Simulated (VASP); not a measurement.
Runs of VASP 6.6.1 on Ti. The structure is that of space group P6/mmm (No. 191), or close to it. The cells are those of the table. This isn't the form of Ti at room conditions, which is hcp.

```tsv
spin	cell	k mesh	smearing	gap on the mesh (eV)	pressure (GPa)	moment (μB)
off	a = 4.568, b = 4.568, c = 2.826 Å, angles 90.0, 90.0, 120.0°, 3 atoms	9 × 9 × 13	fermi-dirac 0.1 eV	none	0.4	-
off	a = 4.377, b = 4.377, c = 2.708 Å, angles 90.0, 90.0, 120.0°, 3 atoms	9 × 9 × 13	fermi-dirac 0.1 eV	none	19.4	-
collinear	a = 4.605, b = 4.605, c = 2.801 Å, angles 90.0, 90.0, 120.0°, 3 atoms	11 × 11 × 15	fermi-dirac 0.05 eV	none	(c)	0.00
collinear	a = 4.543, b = 4.543, c = 2.763 Å, angles 90.0, 90.0, 120.0°, 3 atoms	11 × 11 × 15	fermi-dirac 0.05 eV	none	4.7	(b)
off	a = 4.628, b = 4.628, c = 2.863 Å, angles 90.0, 90.0, 120.0°, 3 atoms	9 × 9 × 13	fermi-dirac 0.1 eV	none	(a)	-
off	a = 4.443, b = 4.443, c = 2.748 Å, angles 90.0, 90.0, 120.0°, 3 atoms	9 × 9 × 13	fermi-dirac 0.1 eV	none	11.9	-
off	a = 4.568, b = 4.568, c = 2.826 Å, angles 90.0, 90.0, 120.0°, 3 atoms	8 × 8 × 11	fermi-dirac 0.1 eV	none	0.4	-
off	a = 4.506, b = 4.506, c = 2.788 Å, angles 90.0, 90.0, 120.0°, 3 atoms	9 × 9 × 13	fermi-dirac 0.1 eV	none	5.6	-
```

Alike in all rows: task single point; level r2SCAN; potentials or basis VASP PAW PBE potentials, release 64 (Ti_sv); cutoff (eV) 520.

Q: Fill in the values left out.

A: (a) -3.9; (b) 0.01; (c) -0.4.

Caveats: the PAW data sets were made with another functional, which shifts forces and pressure a little; the cell stands under pressure (at least some runs); the cell stands under tension (at least some runs).

A gap of «none» marks levels without a gap at the run's occupations.
